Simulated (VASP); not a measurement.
# Sn (I4_1/amd) in VASP: further runs, part 2 of 2

VASP 6.6.1. The steps go on from the part before.

### 4 Relaxation of cell and atoms, PBE+D4

This run uses another cell than the first one, of 27.65 Å³/atom.

Contents of INCAR:

```
ALGO = Fast
EDIFF = 1E-6
EDIFFG = -0.01
ENCUT = 600
GGA = PE
IBRION = 2
ISIF = 3
ISMEAR = -1
IVDW = 13
LASPH = True
LCHARG = False
LREAL = False
LWAVE = False
NELM = 60
NSW = 60
PREC = Accurate
SIGMA = 0.05
```

Contents of KPOINTS:

```
k-points
0
Gamma
  9 9 9
```

Contents of POSCAR:

```
Sn
1.0
   -2.9401404553      2.9401404553      1.5993019889
    2.9401404553     -2.9401404553      1.5993019889
    2.9401404553      2.9401404553     -1.5993019889
Sn
2
Direct
    0.0000000000      0.0000000000      0.0000000000
    0.7500000000      0.2500000000      0.5000000000
```

Potentials or basis: VASP PAW PBE potentials, release 64 (Sn_d).

Run with:

```sh
$ cat potpaw_PBE.64/Sn_d/POTCAR > POTCAR
$ mpirun -np 1 vasp_std > vasp.out
```

OUTCAR:

```text
EDIFF = 1E-6
   EDIFFG = -0.01
   ENCUT = 600
   GGA = PE
   IBRION = 2
   ISIF = 3
   ISMEAR = -1
   IVDW = 13
   LASPH = True
   LREAL = False
   NELM = 60
   NSW = 60
   PREC = Accurate

 ion  position               nearest neighbor table
   1  0.000  0.000  0.000-   2 3.05   2 3.05   2 3.05   2 3.05
   2  0.750  0.250  0.500-   1 3.05   1 3.05   1 3.05   1 3.05

  LATTYP: Found a body centered tetragonal cell.
 ALAT       =     5.8802809106
 C/A-ratio  =     0.5439542815

  Lattice vectors:

 A1 = (  -2.9401404553,   2.9401404553,   1.5993019889)
 A2 = (   2.9401404553,  -2.9401404553,   1.5993019889)
 A3 = (   2.9401404553,   2.9401404553,  -1.5993019889)

Analysis of symmetry for initial positions (statically):
=====================================================================
 Subroutine PRICEL returns:
 Original cell was already a primitive cell.

 Routine SETGRP: Setting up the symmetry group for a
 body centered tetragonal supercell.

 Subroutine GETGRP returns: Found 16 space group operations
 (whereof  8 operations were pure point group operations)
 out of a pool of 16 trial point group operations.

The static configuration has the point symmetry D_2d.
 The point group associated with its full space group is D_4h.

Analysis of symmetry for dynamics (positions and initial velocities):
=====================================================================
 Subroutine PRICEL returns:
 Original cell was already a primitive cell.

 Routine SETGRP: Setting up the symmetry group for a
 body centered tetragonal supercell.

 Subroutine GETGRP returns: Found 16 space group operations
 (whereof  8 operations were pure point group operations)
 out of a pool of 16 trial point group operations.

The dynamic configuration has the point symmetry D_2d.
 The point group associated with its full space group is D_4h.

 Subroutine INISYM returns: Found 16 space group operations
 (whereof  8 operations are pure point group operations),
 and found     1 'primitive' translations

----------------------------------------------------------------------------------------

                                     Primitive cell

  volume of cell :      55.3002

  direct lattice vectors                    reciprocal lattice vectors
    -2.940140455  2.940140455  1.599301989     0.000000000  0.170059903  0.312636390
     2.940140455 -2.940140455  1.599301989     0.170059903  0.000000000  0.312636390
     2.940140455  2.940140455 -1.599301989     0.170059903  0.170059903  0.000000000

  length of vectors
     4.454954393  4.454954393  4.454954393     0.355895888  0.355895888  0.240501021

  position of ions in fractional coordinates (direct lattice)
     0.000000000  0.000000000  0.000000000
     0.750000000  0.250000000  0.500000000

  ion indices of the primitive-cell ions
   primitive index   ion index
                 1           1
                 2           2

----------------------------------------------------------------------------------------

 KPOINTS: k-points

Automatic generation of k-mesh.
 Grid dimensions read from file:
 generate k-points for:    9    9    9

 Generating k-lattice:

  Cartesian coordinates                     Fractional coordinates (reciprocal lattice)
     0.000000000  0.018895545  0.034737377     0.111111111 -0.000000000  0.000000000
     0.018895545  0.000000000  0.034737377    -0.000000000  0.111111111  0.000000000
     0.018895545  0.018895545  0.000000000     0.000000000  0.000000000  0.111111111

  Length of vectors
     0.039543988  0.039543988  0.026722336

  Shift w.r.t. Gamma in fractional coordinates (k-lattice)
     0.000000000  0.000000000  0.000000000

 Subroutine IBZKPT returns following result:
 ===========================================

 Found     75 irreducible k-points:

 Following reciprocal coordinates:
            Coordinates               Weight
  0.000000  0.000000  0.000000      1.000000
  0.111111 -0.000000  0.000000      8.000000
  0.222222 -0.000000  0.000000      8.000000
  0.333333 -0.000000  0.000000      8.000000
  0.444444 -0.000000  0.000000      8.000000
  0.111111  0.111111  0.000000      8.000000
[... 16 lines left out ...]
 -0.333333  0.333333  0.000000      4.000000
  0.444444  0.444444 -0.000000      8.000000
 [... further k-points ...]
   k-points           NKPTS =     75   k-points in BZ     NKDIM =     75   number of bands    NBANDS=     18
   number of dos      NEDOS =    301   number of ions     NIONS =      2
   total plane-waves  NPLWV =  46656
   dimension x,y,z NGX =    36 NGY =   36 NGZ =   36
   dimension x,y,z NGXF=    72 NGYF=   72 NGZF=   72
   ions per type =               2
   NGX,Y,Z   is equivalent  to a cutoff of  13.43, 13.43, 13.43 a.u.
   NGXF,Y,Z  is equivalent  to a cutoff of  26.87, 26.87, 26.87 a.u.
 SYSTEM =  unknown system
   PREC   = accura    normal or accurate (medium, high low for compatibility)
   ISTART =      0    job   : 0-new  1-cont  2-samecut
   ICHARG =      2    charge: 1-file 2-atom 10-const
   ISPIN  =      1    spin polarized calculation?
   LNONCOLLINEAR =      F non collinear calculations
   LSORBIT =      F    spin-orbit coupling
   LASPH  =      T    aspherical Exc in radial PAW
   ENCUT  =  600.0 eV  44.10 Ry    6.64 a.u.   8.90  8.90  8.90*2*pi/ulx,y,z
   NELM   =     60;   NELMIN=  2; NELMDL= -5     # of ELM steps
   EDIFF  = 0.1E-05   stopping-criterion for ELM
   LREAL  =      F    real-space projection
   EDIFFG = -.1E-01   stopping-criterion for IOM
   NSW    =     60    number of steps for IOM
   IBRION =      2    ionic relax: 0-MD 1-quasi-New 2-CG
   NFREE  =      1    steps in history (QN), initial steepest desc. (CG)
   ISIF   =      3    stress and relaxation
   ISYM   =      2    0-nonsym 1-usesym 2-fastsym
   POTIM  = 0.5000    time-step for ionic-motion
   TEBEG  =    0.0;   TEEND  =   0.0 temperature during run
   PSTRESS=    0.0 pullay stress
   NELECT =      28.0000    total number of electrons
   NUPDOWN=      -1.0000    fix difference up-down
   EMIN   =  10.00;   EMAX   =-10.00  energy-range for DOS
   EFERMI =   0.00;   METHOD = LEGACY
   ISMEAR =    -1;   SIGMA  =   0.05  broadening in eV -4-tet -1-fermi 0-gaus
   EFERMI_NEDOS =   21; number of points for ismear=-14 and -15
   IALGO  =     68    algorithm
   IMIX   =      4    mixing-type and parameters
     AMIX     =   0.40;   BMIX     =  1.00
     AMIX_MAG =   1.60;   BMIX_MAG =  1.00
  volume/ion in A,a.u.               =      27.65       186.59
  Fermi-wavevector in a.u.,A,eV,Ry     =   1.304824  2.465760 23.164816  1.702566
  Thomas-Fermi vector in A             =   2.435734
   LORBIT       =      0    0 simple, 1 ext, 2 COOP (PROOUT), +10 PAW based schemes
   GGA     = PE    functional components
   LHFCALC =     F    Hartree Fock is set to
   AEXX    =    0.0000 exact exchange contribution
   IVDW    =    13    specifies the selected vdW correction
   LEPSILON=     F    determine dielectric tensor
   LRPA    =     F    only Hartree local field effects (RPA)
 conjugate gradient relaxation of ions
 non-spin polarized calculation
 RMM-DIIS sequential band-by-band and
  energy-cutoff  :      600.00
  volume of cell :       55.30
 maximum number of plane-waves:      1880
   NGX = 17   NGY = 17   NGZ = 17

--------------------------------------- Ionic step        1  -------------------------------------------

 number of electron      27.9999989 magnetization

 Free energy of the ion-electron system (eV)
  ---------------------------------------------------
  ext. energy  EPLUGINS =         0.00000000
  ---------------------------------------------------
  free energy    TOTEN  =        -7.60130692 eV

  energy without entropy =       -7.59383588  energy(sigma->0) =       -7.59757140

------------------------ aborting loop because EDIFF is reached ----------------------------------------

  DFT-D4 for vdW energy calculation

  Edisp (eV):   -0.83931
[... 105 lines left out ...]
  FREE ENERGIE OF THE ION-ELECTRON SYSTEM (eV)
  ---------------------------------------------------
  free  energy   TOTEN  =        -8.4434581613 eV

  energy  without entropy=       -8.4357694520  energy(sigma->0) =       -8.43961381

[... ionic steps 4 to 9 ...]

--------------------------------------- Ionic step       10  -------------------------------------------

 number of electron      27.9999997 magnetization

------------------------ aborting loop because EDIFF is reached ----------------------------------------
[... 75 lines left out ...]
--------------------------------------- Ionic step       12  -------------------------------------------

 number of electron      27.9999997 magnetization

 Free energy of the ion-electron system (eV)
  ---------------------------------------------------
  ext. energy  EPLUGINS =         0.00000000
  ---------------------------------------------------
  free energy    TOTEN  =        -7.59088498 eV

  energy without entropy =       -7.58301977  energy(sigma->0) =       -7.58695237

 E-fermi :   7.9702     XC(G=0): -10.2964

 val. band max:        7.9415451729   @ k =   0.4444   0.3333   0.0000
 cond. band min:       7.9850237863   @ k =  -0.2222   0.4444   0.2222
 fundamental gap:      0.0434786135
 Fermi energy:         7.9701783330

 k-point     1 :       0.0000    0.0000    0.0000
  band No.  band energies     occupation
      1     -13.6994      2.00000
      2     -13.6257      2.00000
      3     -13.5751      2.00000
      4     -13.5717      2.00000
      5     -13.4147      2.00000
      6     -13.4147      2.00000
[... 481 lines left out ...]
      5     -13.4460      2.00000
      6     -13.4392      2.00000
[... 10 lines left out ...]
     17      11.9009      0.00000
     18      12.7565      0.00000

 [... further k-points ...]

------------------------ aborting loop because EDIFF is reached ----------------------------------------

  DFT-D4 for vdW energy calculation

  Edisp (eV):   -0.85267
[... 25 lines left out ...]
  FREE ENERGIE OF THE ION-ELECTRON SYSTEM (eV)
  ---------------------------------------------------
  free  energy   TOTEN  =        -8.4435541330 eV

  energy  without entropy=       -8.4356889243  energy(sigma->0) =       -8.43962153

 reached required accuracy - stopping structural energy minimisation
```

OSZICAR:

```text
N       E                     dE             d eps       ncg     rms          rms(c)
DAV:   1     0.208502523232E+03    0.20850E+03   -0.16227E+04  2702   0.262E+03
DAV:   2     0.110638842957E+02   -0.19744E+03   -0.19529E+03  2702   0.471E+02
DAV:   3    -0.706010114906E+01   -0.18124E+02   -0.17893E+02  3170   0.143E+02
DAV:   4    -0.760038049759E+01   -0.54028E+00   -0.53870E+00  3134   0.265E+01
[... 85 lines left out ...]
DAV:   1    -0.759118512038E+01    0.32654E-03   -0.74245E-03  3176   0.124E+00    0.913E-02
RMM:   2    -0.759095200276E+01    0.23312E-03   -0.39968E-04  2940   0.299E-01    0.454E-02
RMM:   3    -0.759088155587E+01    0.70447E-04   -0.16859E-04  2872   0.177E-01    0.884E-03
RMM:   4    -0.759088414141E+01   -0.25855E-05   -0.31463E-05  3161   0.561E-02    0.287E-03
RMM:   5    -0.759088497523E+01   -0.83382E-06   -0.69934E-06  2700   0.274E-02
  12 F= -.84435541E+01 E0= -.84396215E+01  d E =-.201650E-04
```

CONTCAR:

```text
Sn
   1.00000000000000
    -2.9292107250148973    2.9292107250148973    1.5842966749855352
     2.9292107250148973   -2.9292107250148973    1.5842966749855352
     2.9292107250148973    2.9292107250148973   -1.5842966749855352
  Sn
     2
Direct
     1.0000000000000000    0.0000000000000000    1.0000000000000000
     0.7500000000000000    0.2500000000000000    0.5000000000000000

  0.00000000E+00  0.00000000E+00  0.00000000E+00
  0.00000000E+00  0.00000000E+00  0.00000000E+00
```

Wall time 8.5 min (1 thread of Intel Xeon 6975P-C (Granite Rapids), shared host); peak memory 0.26 GiB.

What came out:

```
Free energy                           : -8.4436 eV
Relaxed volume                        : 27.19 Å³/atom
Relaxed cell                          : a = 4.435 Å, b = 4.435 Å, c = 4.435 Å, α = 97.33°, β = 97.33°, γ = 138.14°
Space group after relaxing (to 0.1 Å) : I4_1/amd (No. 141)
Energy gained by relaxing             : 1.5 meV/atom
Ionic steps                           : 12
Pressure after relaxing               : 0.0 GPa
Band gap on the k mesh                : zero (bands 14 and 15 overlap by 4.01 eV)
Dispersion energy per atom            : -0.426 eV
```

Step by step:
```csv
step,energy change (eV),largest force (eV/Å),pressure (GPa),volume (Å³)
1,0.0000,0.0000,-0.90,55.30
2,-0.0026,0.0000,0.26,54.07
3,-0.0028,0.0000,0.02,54.33
4,-0.0028,0.0000,0.08,54.31
5,-0.0029,0.0000,0.04,54.42
6,-0.0029,0.0000,-0.07,54.49
7,-0.0029,0.0000,-0.06,54.45
8,-0.0029,0.0000,-0.05,54.44
9,-0.0029,0.0000,-0.08,54.43
10,-0.0029,0.0000,-0.08,54.42
11,-0.0029,0.0000,-0.04,54.42
12,-0.0029,0.0000,0.00,54.37
```

Final structure:
```
CELL_PARAMETERS angstrom
-2.92921 2.92921 1.58430
2.92921 -2.92921 1.58430
2.92921 2.92921 -1.58430
ATOMIC_POSITIONS crystal
Sn 0.00000 0.00000 0.00000
Sn 0.75000 0.25000 0.50000
```

Levels at points of the mesh, in eV from the Fermi level:
```csv
k point,band 11,band 12,band 13,band 14,band 15,band 16,band 17,band 18
"(0.00, 0.00, 0.00)",-11.14,-3.73,-2.02,-2.02,2.94,6.14,6.14,6.93
```

Caveat: spin-orbit coupling is left out, which moves the levels of the heavy elements.

### 5 The runs side by side

```tsv
task	level	cell	k mesh	cutoff (eV)	grid for exact exchange (PRECFOCK)	share of exact exchange	screening parameter	gap on the mesh (eV)	pressure (GPa)	relaxed volume (Å³/atom)
single point	PBEsol-based screened hybrid with 25 % exact exchange	a = 4.465 Å, angles 96.5, 96.5, 140.6°, 2 atoms	5 × 5 × 5	520	Normal	0.25	0.207 1/Å	none	0.0	-
relaxation of cell and atoms	PBE+D3(BJ)	relaxed from a = 4.455 Å, angles 97.4, 97.4, 137.9°, 2 atoms	9 × 9 × 9	600	-	-	-	none	0.0	27.21
relaxation of cell and atoms	PBE+D4	relaxed from a = 4.455 Å, angles 97.4, 97.4, 137.9°, 2 atoms	9 × 9 × 9	600	-	-	-	none	0.0	27.19
```

Alike in all rows: potentials or basis VASP PAW PBE potentials, release 64 (Sn_d); no spin polarisation; smearing fermi-dirac 0.05 eV.

Caveats: some runs use coarse meshes; spin-orbit coupling is left out, which moves the levels of the heavy elements; the PAW data sets were made with another functional, which shifts forces and pressure a little (at least some runs).

Absolute energies hang on the potentials; compare differences alone.

The gap in the log of VASP goes by the Fermi energy; the results here count the filled bands.